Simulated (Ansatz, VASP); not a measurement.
## KF: VASP beside Ansatz

```xyz
2
Lattice="0.0000 2.6735 2.7270 2.6735 0.0000 2.7270 2.6735 2.6735 0.0000" Properties=species:S:1:pos:R:3 pbc="T T T"
K     0.0000    0.0000    0.0000
F     2.6735    2.6735    2.7270
```

Change from the starting cell: zz strain of +2 %.

Alike in both runs: task single point; functional PBEsol; k mesh 9 × 9 × 9; occupations fermi-dirac, width 0.01 eV; no spin polarisation.

```csv
,VASP,Ansatz
version,VASP 6.6.1,Ansatz 0.2.0
potentials or method,"VASP PAW PBE potentials, release 64 (K_sv, F), cutoff 520 eV","all-electron LAPW, scalar-relativistic"
```

Ansatz gave:

- gap on the k mesh at the Fermi level (eV): 5.93
- pressure (GPa): -1.2
- traceless stress, the component that is largest in VASP (GPa): -0.53

**Question.** Estimate VASP's values.

**Answer.** gap on the k mesh at the Fermi level (eV): 5.91; pressure (GPa): -1.2; traceless stress, the component that is largest in VASP (GPa): -0.56.

VASP's potentials were made for PBE, not for PBEsol. Ansatz ran all-electron here, and VASP with PAW potentials.
